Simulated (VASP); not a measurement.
Here is a VASP 6.6.1 calculation.

Contents of INCAR:

```
SYSTEM = Tb
PREC = Accurate ; ENCUT = 520
EDIFF = 1E-6 ; ISMEAR = -5
SIGMA = 0.05 ; LREAL = .False.
LASPH = .True. ; NELM = 150
ALGO = Normal ; ISIF = 2
LWAVE = .False. ; LCHARG = .False.
ISPIN = 2 ; MAGMOM = 6
LORBIT = 11 ; LMAXMIX = 6
GGA = RE ; IVDW = 12
NBANDS = 14
```

Contents of KPOINTS:

```
regular mesh
0
Gamma
  9 9 9
  0 0 0
```

The input POSCAR:

```
Tb
1.0
   -2.0364504017      2.0364504017      2.0364504017
    2.0364504017     -2.0364504017      2.0364504017
    2.0364504017      2.0364504017     -2.0364504017
Tb
1
Direct
    0.0000000000      0.0000000000      0.0000000000
```

Potentials or basis: VASP PAW PBE potentials, release 64 (Tb_3), 4f in core.

Run with:

```sh
$ cat potpaw_PBE.64/Tb_3/POTCAR > POTCAR
$ mpirun -np 1 vasp_std > vasp.out
```

Q: What does it give for the pressure?

A: -3.1 GPa.

Q: What does it give for the site moments?

A: Tb +0.38 μB.

Q: What does it give for the dispersion energy per atom?

A: -0.573 eV.

Q: What does it give for the net moment?

A: 0.55 μB per cell.

Caveat: the magnetic or orbital state may not be the lowest; the PAW data sets were made with another functional, which shifts forces and pressure a little; pairwise dispersion overbinds metals, which lowers pressure and volume; tetrahedron occupations give inexact forces and stress in metals. The state reached can hang on the start; a lower one may exist.
